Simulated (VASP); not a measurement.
Input of a VASP 6.6.1 run:

Contents of INCAR:

```
ALGO = Fast
EDIFF = 1E-7
EDIFFG = -0.01
ENCUT = 600
GGA = PS
IBRION = 2
ISIF = 3
ISMEAR = 0
LASPH = T
LCHARG = F
LREAL = F
LWAVE = F
NELM = 60
NSW = 80
PREC = Accurate
SIGMA = 0.1
```

The input KPOINTS:

```
k-points
0
Gamma
  18 18 10
```

Contents of POSCAR:

```
Ir
1.0
    2.7122748925      0.0000000000      0.0000000000
   -1.3561374462      2.3488989589      0.0000000000
    0.0000000000      0.0000000000      4.4295454585
Ir
2
Direct
    0.3333333333      0.6666666667      0.2500000000
    0.6666666667      0.3333333333      0.7500000000
```

Potentials or basis: VASP PAW PBE potentials, release 64 (Ir).

Launch:

```sh
$ cat potpaw_PBE.64/Ir/POTCAR > POTCAR
$ mpirun -np 1 vasp_std > vasp.out
```

Predict the relaxed cell.

a = 2.721 Å, b = 2.721 Å, c = 4.412 Å, α = 90.00°, β = 90.00°, γ = 120.00°.

Predict the space group after relaxing (to 0.05 Å).

P6_3/mmc (No. 194).

Final structure:
```yaml
crystal:
  lattice:
    - [2.72150, 0.00000, 0.00000]
    - [-1.36075, 2.35689, 0.00000]
    - [0.00000, 0.00000, 4.41195]
  atoms:
    - { symbol: Ir, position: [0.33333, 0.66667, 0.25000] }
    - { symbol: Ir, position: [0.66667, 0.33333, 0.75000] }
```
